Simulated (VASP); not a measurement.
Here is a VASP 6.6.1 calculation.

POSCAR

```
SrCl2
1.0
    4.1560357179      0.0000000000      0.0000000000
   -2.0780178590      3.5992325107      0.0000000000
    0.0000000000      0.0000000000      5.2770893134
Sr Cl
1 2
Direct
    0.0000000000      0.0000000000      0.0000000000
    0.3333333333      0.6666666667      0.2765228651
    0.6666666667      0.3333333333      0.7234771349
```

The input INCAR.step1:

```
SYSTEM = SrCl2
PREC = Accurate
ENCUT = 520
ISMEAR = 0
SIGMA = 0.01
LREAL = .False.
LASPH = .True.
NELM = 60
NBANDS = 19
GGA = PE
ALGO = Normal
EDIFF = 1E-4
LWAVE = .True.
LCHARG = .False.
```

Contents of INCAR.step2:

```
SYSTEM = SrCl2
PREC = Accurate
ENCUT = 520
EDIFF = 1E-6
ISMEAR = 0
SIGMA = 0.01
LREAL = .False.
LASPH = .True.
NELM = 60
ALGO = Normal
ISIF = 2
LWAVE = .False.
LCHARG = .False.
METAGGA = R2SCAN
LMIXTAU = .True.
NBANDS = 19
ISTART = 1
```

Contents of KPOINTS:

```
Automatic mesh
0
Gamma
  6 6 6
  0 0 0
```

Potentials or basis: VASP PAW PBE potentials, release 64 (Sr_sv, Cl).

Command:

```bash
$ cat potpaw_PBE.64/Sr_sv/POTCAR potpaw_PBE.64/Cl/POTCAR > POTCAR
$ cp INCAR.step1 INCAR
$ mpirun -np 1 vasp_std > vasp.out
$ cp INCAR.step2 INCAR
$ mpirun -np 1 vasp_std > vasp.out
```

What does it give for the pressure?

6.5 GPa.

Estimate the band gap on the k mesh.

5.39 eV (least direct gap 6.22 eV).

What does it give for the largest force?

0.016 eV/Å.

Forces on the atoms (eV/Å):
```
Sr   0.000  0.000  0.000
Cl   0.000  0.000  0.016
Cl   0.000  0.000 -0.016
```

Caveat: the cell differs from its parent crystal (strain -5.7%); the cell stands under pressure; the PAW data sets were made with another functional, which shifts forces and pressure a little. A k mesh can miss the band edges.
